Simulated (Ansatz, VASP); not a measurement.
One calculation of BaO, two programs

Contents of INCAR:

```
SYSTEM = BaO
  PREC = Accurate
  ENCUT = 520
  EDIFF = 1E-8
  ISMEAR = -1
  SIGMA = 0.02
  LREAL = .FALSE.
  LASPH = .TRUE.
  NELM = 120
  ALGO = Normal
  ISIF = 2
  LWAVE = .FALSE.
  LCHARG = .FALSE.
  GGA = PE
  LEFG = .TRUE.
  NBANDS = 15
  GGA_COMPAT = .FALSE.
```

The input KPOINTS:

```
regular mesh
0
G
  8 8 8
  0 0 0
```

Contents of POSCAR:

```
BaO
1.0
    0.0000000000      2.7500000000      2.7500000000
    2.7500000000      0.0000000000      2.7500000000
    2.7500000000      2.7500000000      0.0000000000
Ba O
1 1
Direct
    0.0000000000      0.0000000000      0.0000000000
    0.5000000000      0.5000000000      0.5000000000
```

Input for Ansatz:

```yaml
crystal:
  lattice:
    - [0.0, 2.75, 2.75]
    - [2.75, 0.0, 2.75]
    - [2.75, 2.75, 0.0]
  atoms:
    - { symbol: Ba, position: [0.0, 0.0, 0.0] }
    - { symbol: O, position: [0.5, 0.5, 0.5] }
kpoints:
  mp_grid: { grid: [8, 8, 8] }
  band_path:
    path:
      - [0.0, 0.0, 0.0]
      - [0.5, 0.0, 0.5]
      - [0.625, 0.25, 0.625]
      - [0.375, 0.375, 0.75]
      - [0.0, 0.0, 0.0]
      - [0.5, 0.5, 0.5]
      - [0.5, 0.25, 0.75]
      - [0.5, 0.0, 0.5]
    npoints: 8
scf:
  occupations: { method: fermi_dirac, width: 0.02 }
hamiltonian:
  xc: pbe
  pseudopotentials: { kind: all_electron, datasets: crystal }
output:
  forces: true
  stress: true
  eigenvalues: true
  efg: { contact_densities: true }
```

Alike in both runs: task electric field gradients; functional PBE; k mesh 8 × 8 × 8; occupations fermi-dirac, width 0.02 eV; no spin polarisation.

|  | VASP | Ansatz |
| --- | --- | --- |
| version | VASP 6.6.1 | Ansatz 0.2.0 |
| potentials or method | VASP PAW PBE potentials, release 64 (Ba_sv, O), cutoff 520 eV | all-electron PAW with datasets made for the crystal, scalar-relativistic |

|  | VASP | Ansatz | Ansatz less VASP |
| --- | --- | --- | --- |
| gap on the k mesh at the Fermi level (eV) | 1.90 | 1.97 | +0.069 |
| pressure (GPa) | 4.9 | 3.0 | -1.85 |

Ansatz ran all-electron here, and VASP with PAW potentials.

Neither program's run includes spin-orbit coupling.
